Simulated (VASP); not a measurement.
Input of a VASP 6.6.1 run:

File INCAR:

```
PREC = Accurate
ENCUT = 520
EDIFF = 1E-6
ISMEAR = 0
SIGMA = 0.15
LREAL = F
LASPH = T
NELM = 80
ALGO = Fast
ISIF = 2
LWAVE = F
LCHARG = T
GGA = PE
LELF = T
LVHAR = T
NBANDS = 18
```

File KPOINTS:

```
regular mesh
0
Gamma
  16 16 16
```

The input POSCAR:

```
ZnAu
1.0
    3.5010375000      0.0000000000      0.0000000000
    0.0000000000      3.5010375000      0.0000000000
    0.0000000000      0.0000000000      3.1470000000
Zn Au
1 1
Direct
    0.5000000000      0.5000000000      0.5000000000
    0.0000000000      0.0000000000      0.0000000000
```

Potentials or basis: VASP PAW PBE potentials, release 64 (Zn, Au).

Command:

```sh
$ cat potpaw_PBE.64/Zn/POTCAR potpaw_PBE.64/Au/POTCAR > POTCAR
$ mpirun -np 1 vasp_std > vasp.out
```

Q: Predict the pressure.

A: -12.2 GPa.

Stress tensor (GPa, compression positive):
```
-12.28   0.00   0.00
  0.00 -12.28   0.00
  0.00   0.00 -12.02
```

Caveat: the cell differs from its parent crystal (strain +0.1125 x Voigt [1, 1, 0, 0, 0, 0]).
